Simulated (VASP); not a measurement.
# Tl (Fm-3m) in VASP: notebook

The runs below take Tl through single point, with LDA.

Everything below comes from runs of VASP 6.6.1. Logs are shortened: lines on timing, memory, paths and dates and some standing lists are left out, and cuts for length are marked.

## (1) The cell of the first run

Symmetry: Fm-3m, No. 225, cubic system. The conventional cell has a = 4.769 Å, b = 4.769 Å, c = 4.769 Å, α = 90.00°, β = 90.00°, γ = 90.00°. Within 4.4 Å of Tl (site symmetry m-3m) lie 12 Tl at 3.37 Å.

## (2) Single point, LDA

INCAR

```
SYSTEM = Tl
PREC = Accurate ; ENCUT = 520
EDIFF = 1E-7 ; ISMEAR = -1
SIGMA = 0.1 ; LREAL = .False.
LASPH = .True. ; NELM = 80
ALGO = Normal ; ISIF = 2
LWAVE = .False. ; LCHARG = .True.
GGA = CA ; LELF = .True.
LVHAR = .True. ; NBANDS = 12
```

KPOINTS

```
regular mesh
0
Gamma
  11 11 11
  0 0 0
```

POSCAR

```
Tl
1.0
    0.0000000000      2.3846921351      2.3846921351
    2.3846921351      0.0000000000      2.3846921351
    2.3846921351      2.3846921351      0.0000000000
Tl
1
Direct
    0.0000000000      0.0000000000      0.0000000000
```

Potentials or basis: VASP PAW LDA potentials, release 64 (Tl_d).

Run with:

```bash
$ cat potpaw_LDA.64/Tl_d/POTCAR > POTCAR
$ mpirun -np 1 vasp_std > vasp.out
```

OUTCAR:

```text
SYSTEM = Tl
   PREC = Accurate
   ENCUT = 520
   EDIFF = 1E-7
   ISMEAR = -1
   LREAL = .False.
   LASPH = .True.
   NELM = 80
   ISIF = 2
   GGA = CA

 ion  position               nearest neighbor table
   1  0.000  0.000  0.000-

  LATTYP: Found a face centered cubic cell.
 ALAT       =     4.7693842702

  Lattice vectors:

 A1 = (   0.0000000000,   2.3846921351,   2.3846921351)
 A2 = (   2.3846921351,   0.0000000000,   2.3846921351)
 A3 = (   2.3846921351,   2.3846921351,   0.0000000000)

Analysis of symmetry for initial positions (statically):
=====================================================================
 Subroutine PRICEL returns:
 Original cell was already a primitive cell.

 Routine SETGRP: Setting up the symmetry group for a
 face centered cubic supercell.

 Subroutine GETGRP returns: Found 48 space group operations
 (whereof 48 operations were pure point group operations)
 out of a pool of 48 trial point group operations.

The static configuration has the point symmetry O_h .

Analysis of symmetry for dynamics (positions and initial velocities):
=====================================================================
 Subroutine PRICEL returns:
 Original cell was already a primitive cell.

 Routine SETGRP: Setting up the symmetry group for a
 face centered cubic supercell.

 Subroutine GETGRP returns: Found 48 space group operations
 (whereof 48 operations were pure point group operations)
 out of a pool of 48 trial point group operations.

The dynamic configuration has the point symmetry O_h .

 Subroutine INISYM returns: Found 48 space group operations
 (whereof 48 operations are pure point group operations),
 and found     1 'primitive' translations

----------------------------------------------------------------------------------------

                                     Primitive cell

  volume of cell :      27.1223

  direct lattice vectors                    reciprocal lattice vectors
     0.000000000  2.384692135  2.384692135    -0.209670671  0.209670671  0.209670671
     2.384692135  0.000000000  2.384692135     0.209670671 -0.209670671  0.209670671
     2.384692135  2.384692135  0.000000000     0.209670671  0.209670671 -0.209670671

  length of vectors
     3.372463960  3.372463960  3.372463960     0.363160255  0.363160255  0.363160255

  position of ions in fractional coordinates (direct lattice)
     0.000000000  0.000000000  0.000000000

  ion indices of the primitive-cell ions
   primitive index   ion index
                 1           1

----------------------------------------------------------------------------------------

 KPOINTS: regular mesh

Automatic generation of k-mesh.
 Grid dimensions read from file:
 generate k-points for:   11   11   11

 Generating k-lattice:

  Cartesian coordinates                     Fractional coordinates (reciprocal lattice)
    -0.019060970  0.019060970  0.019060970     0.090909091  0.000000000  0.000000000
     0.019060970 -0.019060970  0.019060970     0.000000000  0.090909091  0.000000000
     0.019060970  0.019060970 -0.019060970     0.000000000  0.000000000  0.090909091

  Length of vectors
     0.033014569  0.033014569  0.033014569

  Shift w.r.t. Gamma in fractional coordinates (k-lattice)
     0.000000000  0.000000000  0.000000000

 Subroutine IBZKPT returns following result:
 ===========================================

 Found     56 irreducible k-points:

 Following reciprocal coordinates:
            Coordinates               Weight
  0.000000  0.000000  0.000000      1.000000
  0.090909  0.000000  0.000000      8.000000
  0.181818  0.000000  0.000000      8.000000
  0.272727  0.000000  0.000000      8.000000
  0.363636  0.000000  0.000000      8.000000
  0.454545  0.000000  0.000000      8.000000
[... 16 lines left out ...]
 -0.272727  0.181818  0.000000     24.000000
 -0.181818  0.181818  0.000000     12.000000
 [... further k-points ...]
   k-points           NKPTS =     56   k-points in BZ     NKDIM =     56   number of bands    NBANDS=     12
   number of dos      NEDOS =    301   number of ions     NIONS =      1
   total plane-waves  NPLWV =  21952
   dimension x,y,z NGX =    28 NGY =   28 NGZ =   28
   dimension x,y,z NGXF=    56 NGYF=   56 NGZF=   56
   ions per type =               1
   NGX,Y,Z   is equivalent  to a cutoff of  13.80, 13.80, 13.80 a.u.
   NGXF,Y,Z  is equivalent  to a cutoff of  27.61, 27.61, 27.61 a.u.
 SYSTEM =  Tl
   PREC   = accura    normal or accurate (medium, high low for compatibility)
   ISTART =      0    job   : 0-new  1-cont  2-samecut
   ICHARG =      2    charge: 1-file 2-atom 10-const
   ISPIN  =      1    spin polarized calculation?
   LNONCOLLINEAR =      F non collinear calculations
   LSORBIT =      F    spin-orbit coupling
   LASPH  =      T    aspherical Exc in radial PAW
   ENCUT  =  520.0 eV  38.22 Ry    6.18 a.u.   6.27  6.27  6.27*2*pi/ulx,y,z
   NELM   =     80;   NELMIN=  2; NELMDL= -5     # of ELM steps
   EDIFF  = 0.1E-06   stopping-criterion for ELM
   LREAL  =      F    real-space projection
   EDIFFG = 0.1E-05   stopping-criterion for IOM
   NSW    =      0    number of steps for IOM
   IBRION =     -1    ionic relax: 0-MD 1-quasi-New 2-CG
   NFREE  =      0    steps in history (QN), initial steepest desc. (CG)
   ISIF   =      2    stress and relaxation
   ISYM   =      2    0-nonsym 1-usesym 2-fastsym
   POTIM  = 0.5000    time-step for ionic-motion
   TEBEG  =    0.0;   TEEND  =   0.0 temperature during run
   PSTRESS=    0.0 pullay stress
   NELECT =      13.0000    total number of electrons
   NUPDOWN=      -1.0000    fix difference up-down
   EMIN   =  10.00;   EMAX   =-10.00  energy-range for DOS
   EFERMI =   0.00;   METHOD = LEGACY
   ISMEAR =    -1;   SIGMA  =   0.10  broadening in eV -4-tet -1-fermi 0-gaus
   EFERMI_NEDOS =   21; number of points for ismear=-14 and -15
   IALGO  =     38    algorithm
   IMIX   =      4    mixing-type and parameters
     AMIX     =   0.40;   BMIX     =  1.00
     AMIX_MAG =   1.60;   BMIX_MAG =  1.00
  volume/ion in A,a.u.               =      27.12       183.03
  Fermi-wavevector in a.u.,A,eV,Ry     =   1.281190  2.421099 22.333263  1.641448
  Thomas-Fermi vector in A             =   2.413575
   LORBIT       =      0    0 simple, 1 ext, 2 COOP (PROOUT), +10 PAW based schemes
   GGA     = CA    functional components
   LHFCALC =     F    Hartree Fock is set to
   AEXX    =    0.0000 exact exchange contribution
   IVDW    =     0    specifies the selected vdW correction
   LEPSILON=     F    determine dielectric tensor
   LRPA    =     F    only Hartree local field effects (RPA)
 non-spin polarized calculation
  energy-cutoff  :      520.00
  volume of cell :       27.12
 maximum number of plane-waves:       748
 NGX is ok and might be reduce to    28
   NGX = 13   NGY = 13   NGZ = 13

 number of electron      13.0000002 magnetization

 Free energy of the ion-electron system (eV)
  ---------------------------------------------------
  ext. energy  EPLUGINS =         0.00000000
  ---------------------------------------------------
  free energy    TOTEN  =        -2.92663961 eV

  energy without entropy =       -2.90550285  energy(sigma->0) =       -2.91607123

 E-fermi :   6.8594     XC(G=0): -10.7691

 val. band max:        6.8308660117   @ k =  -0.4545   0.3636   0.0909
 cond. band min:       6.9283433670   @ k =  -0.2727   0.4545   0.1818
 fundamental gap:      0.0974773553
 Fermi energy:         6.8593711160

 k-point     1 :       0.0000    0.0000    0.0000
  band No.  band energies     occupation
      1      -4.7700      2.00000
      2      -4.7700      2.00000
      3      -4.7700      2.00000
      4      -4.4474      2.00000
      5      -4.4474      2.00000
      6      -3.5742      2.00000
      7      17.5438      0.00000
      8      17.5438      0.00000
      9      17.5438      0.00000
     10      17.9141      0.00000
     11      21.9591      0.00000
     12      22.5070      0.00000

 k-point     2 :       0.0909    0.0000    0.0000
  band No.  band energies     occupation
      1      -4.7802      2.00000
      2      -4.7453      2.00000
      3      -4.7453      2.00000
      4      -4.4509      2.00000
      5      -4.4509      2.00000
      6      -3.3862      2.00000
      7      15.5693      0.00000
      8      17.3581      0.00000
      9      17.3581      0.00000
     10      17.9134      0.00000
     11      22.0548      0.00000
     12      22.7490      0.00000

 k-point     3 :       0.1818    0.0000    0.0000
  band No.  band energies     occupation
      1      -4.8257      2.00000
      2      -4.7011      2.00000
      3      -4.7011      2.00000
      4      -4.4362      2.00000
      5      -4.4362      2.00000
      6      -2.7999      2.00000
      7      12.4078      0.00000
      8      16.8816      0.00000
      9      16.8816      0.00000
     10      17.9305      0.00000
     11      21.3337      0.00000
     12      22.3951      0.00000

 k-point     4 :       0.2727    0.0000    0.0000
  band No.  band energies     occupation
      1      -4.9034      2.00000
      2      -4.6994      2.00000
      3      -4.6994      2.00000
      4      -4.3565      2.00000
      5      -4.3565      2.00000
      6      -1.8046      2.00000
      7       9.3169      0.00000
      8      16.2784      0.00000
      9      16.2784      0.00000
     10      17.8112      0.00000
     11      20.5989      0.00000
     12      21.6410      0.00000

 k-point     5 :       0.3636    0.0000    0.0000
  band No.  band energies     occupation
      1      -4.9813      2.00000
      2      -4.7299      2.00000
      3      -4.7299      2.00000
      4      -4.2464      2.00000
      5      -4.2464      2.00000
      6      -0.4337      2.00000
      7       6.5109      1.94050
      8      15.7315      0.00000
      9      15.7315      0.00000
     10      17.5631      0.00000
     11      20.2284      0.00000
     12      21.1400      0.00000
[... 228 lines left out ...]
      1      -4.9395      2.00000
      2      -4.7541      2.00000
      3      -4.5998      2.00000
      4      -4.3660      2.00000
      5      -4.1714      2.00000
      6       1.9345      2.00000
      7       4.6061      2.00000
      8      11.4341      0.00000
      9      13.8549      0.00000
     10      16.4484      0.00000
     11      22.3650      0.00000
     12      22.8430      0.00000

 k-point    22 :      -0.3636    0.1818    0.0000
  band No.  band energies     occupation
      1      -4.8904      2.00000
      2      -4.7579      2.00000
      3      -4.6047      2.00000
      4      -4.3370      2.00000
      5      -4.2660      2.00000
      6       1.1720      2.00000
      7       5.6253      1.99999
      8      10.9757      0.00000
      9      14.6855      0.00000
     10      16.8426      0.00000
     11      21.7989      0.00000
     12      22.4855      0.00000

 k-point    23 :      -0.2727    0.1818    0.0000
  band No.  band energies     occupation
      1      -4.8261      2.00000
      2      -4.7565      2.00000
      3      -4.5840      2.00000
      4      -4.4084      2.00000
      5      -4.3455      2.00000
      6      -0.2704      2.00000
      7       7.9512      0.00004
      8      10.9594      0.00000
      9      15.8605      0.00000
     10      17.5337      0.00000
     11      21.1290      0.00000
     12      22.2574      0.00000

 k-point    24 :      -0.1818    0.1818    0.0000
  band No.  band energies     occupation
      1      -4.8069      2.00000
      2      -4.7304      2.00000
      3      -4.5601      2.00000
      4      -4.5350      2.00000
      5      -4.3638      2.00000
      6      -1.4785      2.00000
      7      10.2728      0.00000
      8      11.7394      0.00000
      9      17.1354      0.00000
     10      18.5166      0.00000
     11      20.1349      0.00000
     12      21.7403      0.00000

 [... further k-points ...]

------------------------ aborting loop because EDIFF is reached ----------------------------------------

  FORCE on cell =-STRESS in cart. coord.  units (eV):
  Direction    XX          YY          ZZ          XY          YZ          ZX
  --------------------------------------------------------------------------------------
  -------------------------------------------------------------------------------------
  Total        0.0132560      0.0132560      0.0132560      0.0000000     -0.0000000      0.0000000
  in kB        0.7830603      0.7830603      0.7830603      0.0000000     -0.0000000      0.0000000
  external PRESSURE =       0.7830603 kB  Pullay stress =       0.0000000 kB

 VOLUME and BASIS-vectors are now :
 -----------------------------------------------------------------------------
  energy-cutoff  :      520.00
  volume of cell :       27.12
      direct lattice vectors                 reciprocal lattice vectors
     0.000000000  2.384692135  2.384692135    -0.209670671  0.209670671  0.209670671
     2.384692135  0.000000000  2.384692135     0.209670671 -0.209670671  0.209670671
     2.384692135  2.384692135  0.000000000     0.209670671  0.209670671 -0.209670671

 POSITION                                       TOTAL-FORCE (eV/Angst)
 -----------------------------------------------------------------------------------
      0.00000      0.00000      0.00000         0.000000      0.000000      0.000000
 -----------------------------------------------------------------------------------
    total drift:                               -0.000000     -0.000000     -0.000000

  FREE ENERGIE OF THE ION-ELECTRON SYSTEM (eV)
  ---------------------------------------------------
  free  energy   TOTEN  =        -2.9266396095 eV

  energy  without entropy=       -2.9055028515  energy(sigma->0) =       -2.91607123
```

Run time: 20 s. Hardware: 1 thread of AMD EPYC 7R13 (Zen 3), shared host; peak memory 0.12 GiB.

What came out:

```
Free energy : -2.9266 eV
Pressure    : 0.1 GPa
```

Caveat: spin-orbit coupling is left out, which moves the levels of the heavy elements.

## (3) Single point, LDA (volume scaled by 0.88)

INCAR

```
ALGO = Normal
EDIFF = 1E-6
ENCUT = 520
GGA = CA
ISIF = 2
ISMEAR = -1
LASPH = True
LCHARG = False
LREAL = False
LWAVE = False
NBANDS = 12
NELM = 80
PREC = Accurate
SIGMA = 0.1
```

KPOINTS

```
k-points
0
Gamma
  13 13 13
```

POSCAR

```
Tl
1.0
    0.0000000000      2.2852122498      2.2852122498
    2.2852122498      0.0000000000      2.2852122498
    2.2852122498      2.2852122498      0.0000000000
Tl
1
Direct
    0.0000000000      0.0000000000      0.0000000000
```

Potentials or basis: VASP PAW LDA potentials, release 64 (Tl_d).

Run with:

```bash
$ cat potpaw_LDA.64/Tl_d/POTCAR > POTCAR
$ mpirun -np 1 vasp_std > vasp.out
```

It took 16 s on 1 thread of AMD EPYC 7R13 (Zen 3), shared host; peak memory 0.11 GiB.

It converged, with:

```yaml
Free_energy: -2.8574 eV
Pressure: 8.0 GPa
```

Levels at points of the mesh, in eV from the Fermi level:
| k point | band 4 | band 5 | band 6 | band 7 | band 8 | band 9 |
| --- | --- | --- | --- | --- | --- | --- |
| (0.00, 0.00, 0.00) | -11.43 | -11.43 | -11.43 | 11.16 | 11.78 | 11.78 |

Caveat: spin-orbit coupling is left out, which moves the levels of the heavy elements.

[end of part 1 of 2]
